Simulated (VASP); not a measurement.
Crystal: CuF.

```
Cu F
1.0
     2.76254    0.00000    0.00000
    -1.38127    2.39243    0.00000
     0.00000    0.00000    6.40198
Cu F
2 2
Cartesian
  0.0000 0.0000 0.0000
  0.0000 0.0000 3.2010
  0.0000 1.5950 1.6005
  1.3813 0.7975 4.8015
```

Base run:

- Program: VASP 6.6.1
- Functional: PBE
- Potentials or basis: VASP PAW PBE potentials, release 64 (Cu, F)
- Cutoff: 520 eV
- k mesh: 9 × 9 × 4
- Occupations: fermi-dirac, width 0.02 eV
- Spin: no spin polarisation

Its results: band gap on the k mesh zero (bands 18 and 19 overlap by 0.42 eV); pressure 6.2 GPa.

Task: The run is repeated on the same cell with these changes: functional from PBE to r2SCAN. What comes out?

Result: Band gap on the k mesh zero (bands 18 and 19 overlap by 0.36 eV); pressure 0.2 GPa.

Caveats: the cell stands under pressure (at least some runs); the PAW data sets were made with another functional, which shifts forces and pressure a little (at least some runs).
